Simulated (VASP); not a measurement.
Set up this calculation in VASP 6.6.1, as the native input.

| Item | Value |
| --- | --- |
| Task | single point |
| Functional | LDA |
| Potentials or basis | VASP PAW LDA potentials, release 64 (Zr_sv, In_d) |
| Cutoff | 520 eV |
| k mesh | 9 × 9 × 9 |
| Occupations | gaussian, width 0.1 eV |
| Spin | no spin polarisation |
| Dipole correction | no |
| Further INCAR settings | ALGO = Normal; EDIFF = 1e-07; NBANDS = 20 |

The structure of ZrIn lies in POSCAR:

```
ZrIn
1.0
    5.3190631324      0.0048054552      0.0029533312
    4.3844449376      3.0114943613      0.0029533312
    4.3844449376      1.3628885930      2.6854499983
Zr In
1 1
Direct
    0.5000000000      0.5000000000      0.5000000000
    0.0000000000      0.0000000000      0.0000000000
```

One way to write it, as run:

INCAR

```
SYSTEM = ZrIn
PREC = Accurate ; ENCUT = 520
EDIFF = 1E-7 ; ISMEAR = 0
SIGMA = 0.1 ; LREAL = .False.
LASPH = .True. ; NELM = 100
ALGO = Normal ; ISIF = 2
LWAVE = .False. ; LCHARG = .False.
NBANDS = 20
```

KPOINTS

```
Automatic mesh
0
Gamma
  9 9 9
  0 0 0
```

Potentials or basis: VASP PAW LDA potentials, release 64 (Zr_sv, In_d).

Command:

```sh
$ cat potpaw_LDA.64/Zr_sv/POTCAR potpaw_LDA.64/In_d/POTCAR > POTCAR
$ mpirun -np 1 vasp_std > vasp.out
```

It gave:

```json
{
 "Pressure": "0.2 GPa",
 "Band gap on the k mesh": "zero (an odd number of electrons rules out a gap without spin polarisation)"
}
```

Caveat: spin-orbit coupling is left out, which moves the levels of the heavy elements.

Run time: 100 s on 1 thread of Intel(R) Xeon(R) Platinum 8124M CPU @ 3.00GHz (Skylake/Cascade Lake), on a shared host, peak memory 0.24 GiB.
